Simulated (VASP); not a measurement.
# LiF (I4/mmm) in VASP: further runs

Runs on LiF. Level: LDA. Tasks: single point.

All numbers are computed with VASP 6.6.1; they aren't measurements. Logs are shortened: lines on timing, memory, paths and dates and some standing lists are left out, and cuts for length are marked.

## 1. The cell of the first run

Symmetry: I4/mmm, No. 139, tetragonal system. The conventional cell has a = 2.919 Å, b = 2.919 Å, c = 3.827 Å, α = 90.00°, β = 90.00°, γ = 90.00°. Within 2.5 Å of Li (site symmetry 4/mmm) lie 6 F at 1.91 to 2.06 Å. F (site symmetry 4/mmm) has 6 Li at 1.91 to 2.06 Å within 2.5 Å.

## 2. Single point, LDA (strain +0.025 along x and y, -0.050 along z)

File INCAR:

```
SYSTEM = LiF
ALGO     = Normal         ! electronic algorithm
EDIFF    = 1E-7           ! SCF threshold, eV
ENCUT    = 520            ! plane-wave cutoff, eV
ISIF     = 2              ! what is computed and relaxed
ISMEAR   = 0              ! smearing method
LASPH    = .TRUE.         ! aspherical terms in the spheres
LCHARG   = .TRUE.         ! write CHGCAR
LELF     = .TRUE.         ! ELF
LREAL    = .FALSE.        ! projectors in reciprocal space
LVHAR    = .TRUE.       
LWAVE    = .FALSE.        ! write WAVECAR
NBANDS   = 12             ! bands
NELM     = 100            ! most SCF steps
PREC     = Accurate       ! precision mode
SIGMA    = 0.05           ! smearing width, eV
```

File KPOINTS:

```
k-points
0
G
  10 10 10
  0 0 0
```

File POSCAR:

```
LiF
1.0
    0.0000000000      2.0643500000      1.9133000000
    2.0643500000      0.0000000000      1.9133000000
    2.0643500000      2.0643500000      0.0000000000
Li F
1 1
Direct
    0.0000000000      0.0000000000      0.0000000000
    0.5000000000      0.5000000000      0.5000000000
```

Potentials or basis: VASP PAW LDA potentials, release 64 (Li_sv, F).

The run is started by

```
> cat potpaw_LDA.64/Li_sv/POTCAR potpaw_LDA.64/F/POTCAR > POTCAR
> mpirun -np 1 vasp_std > vasp.out
```

OUTCAR:

```text
SYSTEM = LiF
   EDIFF = 1E-7
   ENCUT = 520
   ISIF = 2
   ISMEAR = 0
   LASPH = .TRUE.
   LREAL = .FALSE.
   NELM = 100
   PREC = Accurate

 ion  position               nearest neighbor table
   1  0.000  0.000  0.000-   2 1.91   2 1.91   2 2.06   2 2.06   2 2.06   2 2.06
   2  0.500  0.500  0.500-   1 1.91   1 1.91   1 2.06   1 2.06   1 2.06   1 2.06

  LATTYP: Found a body centered tetragonal cell.
 ALAT       =     2.9194317675
 C/A-ratio  =     1.3107345212

  Lattice vectors:

 A1 = (   0.0000000000,  -2.0643500000,  -1.9133000000)
 A2 = (   0.0000000000,   2.0643500000,  -1.9133000000)
 A3 = (   2.0643500000,   0.0000000000,   1.9133000000)

Analysis of symmetry for initial positions (statically):
=====================================================================
 Subroutine PRICEL returns:
 Original cell was already a primitive cell.

 Routine SETGRP: Setting up the symmetry group for a
 body centered tetragonal supercell.

 Subroutine GETGRP returns: Found 16 space group operations
 (whereof 16 operations were pure point group operations)
 out of a pool of 16 trial point group operations.

The static configuration has the point symmetry D_4h.

Analysis of symmetry for dynamics (positions and initial velocities):
=====================================================================
 Subroutine PRICEL returns:
 Original cell was already a primitive cell.

 Routine SETGRP: Setting up the symmetry group for a
 body centered tetragonal supercell.

 Subroutine GETGRP returns: Found 16 space group operations
 (whereof 16 operations were pure point group operations)
 out of a pool of 16 trial point group operations.

The dynamic configuration has the point symmetry D_4h.

 Subroutine INISYM returns: Found 16 space group operations
 (whereof 16 operations are pure point group operations),
 and found     1 'primitive' translations

----------------------------------------------------------------------------------------

                                     Primitive cell

  volume of cell :      16.3072

  direct lattice vectors                    reciprocal lattice vectors
     0.000000000  2.064350000  1.913300000    -0.242206990  0.242206990  0.261328595
     2.064350000  0.000000000  1.913300000     0.242206990 -0.242206990  0.261328595
     2.064350000  2.064350000  0.000000000     0.242206990  0.242206990 -0.261328595

  length of vectors
     2.814650567  2.814650567  2.919431767     0.430837657  0.430837657  0.430837657

  position of ions in fractional coordinates (direct lattice)
     0.000000000  0.000000000  0.000000000
     0.500000000  0.500000000  0.500000000

[... 84 lines left out ...]
   POTIM  = 0.5000    time-step for ionic-motion
   TEBEG  =    0.0;   TEEND  =   0.0 temperature during run
   PSTRESS=    0.0 pullay stress
   NELECT =      10.0000    total number of electrons
   NUPDOWN=      -1.0000    fix difference up-down
   EMIN   =  10.00;   EMAX   =-10.00  energy-range for DOS
   EFERMI =   0.00;   METHOD = LEGACY
   ISMEAR =     0;   SIGMA  =   0.05  broadening in eV -4-tet -1-fermi 0-gaus
   EFERMI_NEDOS =   21; number of points for ismear=-14 and -15
   IALGO  =     38    algorithm
   IMIX   =      4    mixing-type and parameters
     AMIX     =   0.40;   BMIX     =  1.00
     AMIX_MAG =   1.60;   BMIX_MAG =  1.00
  volume/ion in A,a.u.               =       8.15        55.02
  Fermi-wavevector in a.u.,A,eV,Ry     =   1.390854  2.628333 26.320133  1.934475
  Thomas-Fermi vector in A             =   2.514749
   LORBIT       =      0    0 simple, 1 ext, 2 COOP (PROOUT), +10 PAW based schemes
   GGA     = CA    functional components
   LHFCALC =     F    Hartree Fock is set to
   AEXX    =    0.0000 exact exchange contribution
   IVDW    =     0    specifies the selected vdW correction
   LEPSILON=     F    determine dielectric tensor
   LRPA    =     F    only Hartree local field effects (RPA)
 non-spin polarized calculation
 Gauss-broadening in eV      SIGMA  =   0.05
  energy-cutoff  :      520.00
  volume of cell :       16.31
 maximum number of plane-waves:       455
 NGX is ok and might be reduce to    24
   NGX = 11   NGY = 11   NGZ = 11

 number of electron      10.0000000 magnetization

 number of electron       9.9999990 magnetization

 Free energy of the ion-electron system (eV)
  ---------------------------------------------------
  ext. energy  EPLUGINS =         0.00000000
  ---------------------------------------------------
  free energy    TOTEN  =       -10.45935325 eV

  energy without entropy =      -10.45935325  energy(sigma->0) =      -10.45935325

 E-fermi :  -0.9668     XC(G=0): -10.6715

 val. band max:       -1.2315818047   @ k =   0.0000   0.0000   0.0000
 cond. band min:       7.5278926309   @ k =   0.0000   0.0000   0.0000
 fundamental gap:      8.7594744357
 Fermi energy:        -0.9667689624

 k-point     1 :       0.0000    0.0000    0.0000
  band No.  band energies     occupation
      1     -41.0218      2.00000
      2     -20.8666      2.00000
      3      -1.4577      2.00000
      4      -1.2316      2.00000
      5      -1.2316      2.00000
      6       7.5279      0.00000
      7      21.6505      0.00000
      8      21.6505      0.00000
      9      22.4971      0.00000
     10      22.4971      0.00000
     11      23.1384      0.00000
     12      23.4673      0.00000
[... 331 lines left out ...]
 k-point    24 :       0.4000    0.3000    0.0000
  band No.  band energies     occupation
      1     -40.9406      2.00000
      2     -20.2868      2.00000
      3      -3.6359      2.00000
      4      -2.2817      2.00000
      5      -2.1944      2.00000
      6      11.9219      0.00000
      7      14.5653      0.00000
      8      17.3588      0.00000
      9      17.7048      0.00000
     10      18.7639      0.00000
     11      32.5192      0.00000
     12      33.0345      0.00000

 [... further k-points ...]
[... 5 lines left out ...]
  --------------------------------------------------------------------------------------
  -------------------------------------------------------------------------------------
  Total       -0.7818710     -0.7818710     -0.2075450      0.0000000      0.0000000      0.0000000
  in kB      -76.8185238    -76.8185238    -20.3912209      0.0000000      0.0000000      0.0000000
  external PRESSURE =     -58.0094229 kB  Pullay stress =       0.0000000 kB

 VOLUME and BASIS-vectors are now :
 -----------------------------------------------------------------------------
  energy-cutoff  :      520.00
  volume of cell :       16.31
      direct lattice vectors                 reciprocal lattice vectors
     0.000000000  2.064350000  1.913300000    -0.242206990  0.242206990  0.261328595
     2.064350000  0.000000000  1.913300000     0.242206990 -0.242206990  0.261328595
     2.064350000  2.064350000  0.000000000     0.242206990  0.242206990 -0.261328595

 POSITION                                       TOTAL-FORCE (eV/Angst)
 -----------------------------------------------------------------------------------
      0.00000      0.00000      0.00000        -0.000000      0.000000      0.000000
      2.06435      2.06435      1.91330         0.000000     -0.000000     -0.000000
 -----------------------------------------------------------------------------------
    total drift:                               -0.000000     -0.000000      0.000000

  FREE ENERGIE OF THE ION-ELECTRON SYSTEM (eV)
  ---------------------------------------------------
  free  energy   TOTEN  =       -10.4593532544 eV

  energy  without entropy=      -10.4593532544  energy(sigma->0) =      -10.45935325
```

stdout:

```text
POSCAR found type information on POSCAR LiF
 POSCAR found :  2 types and       2 ions
 scaLAPACK will be used
 LDA part: xc-table for (Slater(with rela. corr.)+CA(PZ))
 , standard interpolation
 POSCAR, INCAR and KPOINTS ok, starting setup
 FFT: planning ... GRIDC
 FFT: planning ... GRID_SOFT
 FFT: planning ... GRID
 WAVECAR not read
 entering main loop
```

Wall time 14 s (1 thread of Intel Xeon Platinum 8488C (Sapphire Rapids), shared host); peak memory 0.13 GiB.

What came out:

| Property | Result |
| --- | --- |
| Free energy | -10.4594 eV |
| Band gap on the k mesh | 8.76 eV, direct |

Caveat: the cell differs from its parent crystal (strain +0.025 along x and y, -0.050 along z); the cutoff is under 1.25 times the usual one of these potentials, so pressure, stress and relaxed cells hold a basis-set (Pulay) error.

## 3. Single point, LDA (strain +0.025 along x and y, -0.025 along z)

File INCAR:

```
SYSTEM = LiF
  ALGO = Normal
  EDIFF = 1E-6
  ENCUT = 520
  ISIF = 2
  ISMEAR = 0
  LASPH = .True.
  LCHARG = .True.
  LELF = .True.
  LREAL = .False.
  LVHAR = .True.
  LWAVE = .False.
  NBANDS = 12
  NELM = 60
  PREC = Accurate
  SIGMA = 0.05
```

File KPOINTS:

```
k-points
0
Gamma
  10 10 10
  0 0 0
```

File POSCAR:

```
LiF
1.0
    0.0000000000      2.0643500000      1.9636500000
    2.0643500000      0.0000000000      1.9636500000
    2.0643500000      2.0643500000      0.0000000000
Li F
1 1
Direct
    0.0000000000      0.0000000000      0.0000000000
    0.5000000000      0.5000000000      0.5000000000
```

Potentials or basis: VASP PAW LDA potentials, release 64 (Li_sv, F).

The run is started by

```
> cat potpaw_LDA.64/Li_sv/POTCAR potpaw_LDA.64/F/POTCAR > POTCAR
> mpirun -np 1 vasp_std > vasp.out
```

OUTCAR:

```text
SYSTEM = LiF
   EDIFF = 1E-6
   ENCUT = 520
   ISIF = 2
   ISMEAR = 0
   LASPH = .True.
   LREAL = .False.
   NELM = 60
   PREC = Accurate

 ion  position               nearest neighbor table
   1  0.000  0.000  0.000-   2 1.96   2 1.96   2 2.06   2 2.06   2 2.06   2 2.06
   2  0.500  0.500  0.500-   1 1.96   1 1.96   1 2.06   1 2.06   1 2.06   1 2.06

  LATTYP: Found a body centered tetragonal cell.
 ALAT       =     2.9194317675
 C/A-ratio  =     1.3452275349

  Lattice vectors:

 A1 = (   0.0000000000,  -2.0643500000,  -1.9636500000)
 A2 = (   0.0000000000,   2.0643500000,  -1.9636500000)
 A3 = (   2.0643500000,   0.0000000000,   1.9636500000)

Analysis of symmetry for initial positions (statically):
=====================================================================
 Subroutine PRICEL returns:
 Original cell was already a primitive cell.

 Routine SETGRP: Setting up the symmetry group for a
 body centered tetragonal supercell.

 Subroutine GETGRP returns: Found 16 space group operations
 (whereof 16 operations were pure point group operations)
 out of a pool of 16 trial point group operations.

[... 177 lines left out ...]
      4      -1.4070      2.00000
      5      -1.4070      2.00000
      6       7.1640      0.00000
      7      21.3502      0.00000
      8      21.3502      0.00000
      9      22.1188      0.00000
     10      22.1188      0.00000
     11      22.4971      0.00000
     12      22.5363      0.00000
[... 331 lines left out ...]
 k-point    24 :       0.4000    0.3000    0.0000
  band No.  band energies     occupation
      1     -41.1702      2.00000
      2     -20.4039      2.00000
      3      -3.7345      2.00000
      4      -2.3695      2.00000
      5      -2.2758      2.00000
      6      11.3728      0.00000
      7      14.4215      0.00000
      8      16.7398      0.00000
      9      17.5140      0.00000
     10      18.5767      0.00000
     11      32.0405      0.00000
     12      32.1786      0.00000

 [... further k-points ...]

------------------------ aborting loop because EDIFF is reached ----------------------------------------

  FORCE on cell =-STRESS in cart. coord.  units (eV):
  Direction    XX          YY          ZZ          XY          YZ          ZX
  --------------------------------------------------------------------------------------
  -------------------------------------------------------------------------------------
  Total       -0.9017760     -0.9017760     -0.6027162      0.0000000      0.0000000      0.0000000
  in kB      -86.3273696    -86.3273696    -57.6982559      0.0000000      0.0000000      0.0000000
  external PRESSURE =     -76.7843317 kB  Pullay stress =       0.0000000 kB

 VOLUME and BASIS-vectors are now :
 -----------------------------------------------------------------------------
  energy-cutoff  :      520.00
  volume of cell :       16.74
      direct lattice vectors                 reciprocal lattice vectors
     0.000000000  2.064350000  1.963650000    -0.242206990  0.242206990  0.254627861
     2.064350000  0.000000000  1.963650000     0.242206990 -0.242206990  0.254627861
     2.064350000  2.064350000  0.000000000     0.242206990  0.242206990 -0.254627861

 POSITION                                       TOTAL-FORCE (eV/Angst)
 -----------------------------------------------------------------------------------
      0.00000      0.00000      0.00000         0.000000     -0.000000      0.000000
      2.06435      2.06435      1.96365        -0.000000      0.000000      0.000000
 -----------------------------------------------------------------------------------
    total drift:                               -0.000000     -0.000000      0.000000

  FREE ENERGIE OF THE ION-ELECTRON SYSTEM (eV)
  ---------------------------------------------------
  free  energy   TOTEN  =       -10.4498345405 eV

  energy  without entropy=      -10.4498345405  energy(sigma->0) =      -10.44983454
```

OSZICAR:

```text
N       E                     dE             d eps       ncg     rms          rms(c)
DAV:   1     0.294832367647E+02    0.29483E+02   -0.52886E+03  2560   0.836E+02
DAV:   2    -0.986420087690E+01   -0.39347E+02   -0.38504E+02  2944   0.184E+02
DAV:   3    -0.109389217293E+02   -0.10747E+01   -0.10724E+01  3224   0.265E+01
DAV:   4    -0.109491218898E+02   -0.10200E-01   -0.10200E-01  2772   0.262E+00
DAV:   5    -0.109492509810E+02   -0.12909E-03   -0.12909E-03  3156   0.214E-01    0.425E+00
DAV:   6    -0.104674865567E+02    0.48176E+00   -0.23606E+00  2740   0.921E+00    0.138E+00
DAV:   7    -0.104556938795E+02    0.11793E-01   -0.15512E-02  3320   0.107E+00    0.800E-01
DAV:   8    -0.104498452657E+02    0.58486E-02   -0.98032E-03  3440   0.104E+00    0.999E-02
DAV:   9    -0.104498177964E+02    0.27469E-04   -0.67767E-04  2816   0.236E-01    0.377E-02
DAV:  10    -0.104498350604E+02   -0.17264E-04   -0.32610E-05  2868   0.404E-02    0.704E-03
DAV:  11    -0.104498345405E+02    0.51998E-06   -0.15383E-06  2780   0.128E-02
   1 F= -.10449835E+02 E0= -.10449835E+02  d E =-.339654E-31
```

stdout:

```text
POSCAR found type information on POSCAR LiF
 POSCAR found :  2 types and       2 ions
 scaLAPACK will be used
 LDA part: xc-table for (Slater(with rela. corr.)+CA(PZ))
 , standard interpolation
 POSCAR, INCAR and KPOINTS ok, starting setup
 FFT: planning ... GRIDC
 FFT: planning ... GRID_SOFT
 FFT: planning ... GRID
 WAVECAR not read
 entering main loop
```

Wall time 13 s (1 thread of Intel Xeon Platinum 8488C (Sapphire Rapids), shared host); peak memory 0.13 GiB.

What came out:

| Property | Result |
| --- | --- |
| Free energy | -10.4498 eV |
| Band gap on the k mesh | 8.57 eV, direct |

Caveat: the cell differs from its parent crystal (strain +0.025 along x and y, -0.025 along z); the cutoff is under 1.25 times the usual one of these potentials, so pressure, stress and relaxed cells hold a basis-set (Pulay) error. A k mesh can miss the band edges.

[end of part 1 of 2]
